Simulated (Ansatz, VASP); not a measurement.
TaO in VASP and in Ansatz

POSCAR

```
TaO
1.0
    3.0661100000      0.0000000000      0.0000000000
   -1.5330600000      2.6553300000      0.0000000000
    0.0000000000      0.0000000000      3.8550200000
Ta O
1 1
Direct
    0.0000000000      0.0000000000      0.5000000000
    0.0000000000      0.0000000000      0.0000000000
```

File INCAR.step1:

```
SYSTEM = TaO
  PREC = Accurate
  ENCUT = 520
  EDIFF = 1E-5
  ISMEAR = -1
  SIGMA = 0.05
  LREAL = .FALSE.
  LASPH = .TRUE.
  NELM = 100
  ALGO = Normal
  ISIF = 2
  LWAVE = .TRUE.
  GGA = PE
  NBANDS = 16
```

INCAR.step2

```
SYSTEM = TaO
  PREC = Accurate
  ENCUT = 520
  EDIFF = 1E-7
  ISMEAR = -1
  SIGMA = 0.05
  LREAL = .FALSE.
  LASPH = .TRUE.
  NELM = 100
  ALGO = Normal
  ISIF = 2
  LWAVE = .FALSE.
  LCHARG = .TRUE.
  GGA = PE
  LHFCALC = .TRUE.
  AEXX = 0.5
  PRECFOCK = Normal
  LELF = .TRUE.
  LVHAR = .TRUE.
  ISTART = 1
  NBANDS = 16
```

The input KPOINTS:

```
Automatic mesh
0
G
  6 6 4
  0 0 0
```

input.yaml

```yaml
crystal:
  lattice:
    - [3.06611, 0.0, 0.0]
    - [-1.53306, 2.65533, 0.0]
    - [0.0, 0.0, 3.85502]
  atoms:
    - { symbol: Ta, position: [0.0, 0.0, 0.5] }
    - { symbol: O, position: [0.0, 0.0, 0.0] }
hamiltonian:
  xc: { exchange: pbe, correlation: pbe, exx: { coeff: 0.5 } }
  pseudopotentials: { kind: paw }
kpoints:
  mp_grid: { grid: [6, 6, 4] }
scf:
  occupations: { method: fermi_dirac, width: 0.05 }
output:
  forces: true
  stress: true
  eigenvalues: true
  write_density: true
  write_potential: true
  elf: true
  volumetric_format: npy
```

Alike in both runs: task single point; functional PBE-based global hybrid with a share of 0.5 of exact exchange; k mesh 6 × 6 × 4; occupations fermi-dirac, width 0.05 eV; no spin polarisation.

|  | VASP | Ansatz |
| --- | --- | --- |
| version | VASP 6.6.1 | Ansatz 0.2.0 |
| potentials or method | VASP PAW PBE potentials, release 64 (Ta_pv, O) | Ansatz PAW |
| plane-wave cutoff (eV) | 520 | 420 |
| valence electrons in the cell | 17 | 19 |

Ansatz gave:

| Quantity | Value |
| --- | --- |
| gap on the k mesh at the Fermi level (eV) | none |
| pressure (GPa) | -11.4 |
| traceless stress, the component that is largest in VASP (GPa) | -9.23 |

Problem. What did VASP give for the same quantities?

Solution. gap on the k mesh at the Fermi level (eV): none; pressure (GPa): -12.4; traceless stress, the component that is largest in VASP (GPa): -8.78.

VASP's potentials were made for PBE, not for PBE-based global hybrid. A gap of «none» marks a metal or a gap that the smearing closes. VASP's potentials hold 17 valence electrons a cell and Ansatz's 19, so a difference there can come from the potentials and not from the codes.

The k mesh is coarse, so the values compare programs but aren't converged. Spin-orbit coupling is off throughout.
